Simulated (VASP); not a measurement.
CoSi:

```
Co Si
1.0
     4.43800    0.00000    0.00000
     0.00000    4.43800    0.00000
     0.00000    0.00000    4.43800
Co Si
4 4
Direct
  0.86000 0.64000 0.36000
  0.64000 0.36000 0.86000
  0.36000 0.86000 0.64000
  0.14000 0.14000 0.14000
  0.15700 0.34300 0.65700
  0.34300 0.65700 0.15700
  0.65700 0.15700 0.34300
  0.84300 0.84300 0.84300
```

Program: VASP 6.6.1. Alike in all runs: task single point; level PBEsol; potentials or basis VASP PAW PBE potentials, release 64 (Co, Si); cell as given; k mesh 5 × 5 × 5; cutoff (eV) 520; smearing fermi-dirac 0.05 eV.

Task: Order these runs on this cell by their pressure, lowest first.
A. spin collinear, ferromagnetic start; fixed moment (μB) 8.0
B. spin collinear, ferromagnetic start; fixed moment (μB) 4.0
C. spin collinear, ferromagnetic start; fixed moment (μB) 12.0
D. spin collinear, ferromagnetic start; fixed moment (μB) 2.0
E. spin collinear, zero start; fixed moment (μB) 0.0

Result: E (-7.0 GPa), D (-4.9 GPa), B (0.1 GPa), A (17.7 GPa), C (38.2 GPa).

Caveats: the PAW data sets were made with another functional, which shifts forces and pressure a little; the total moment is fixed, so each spin has its own Fermi level.
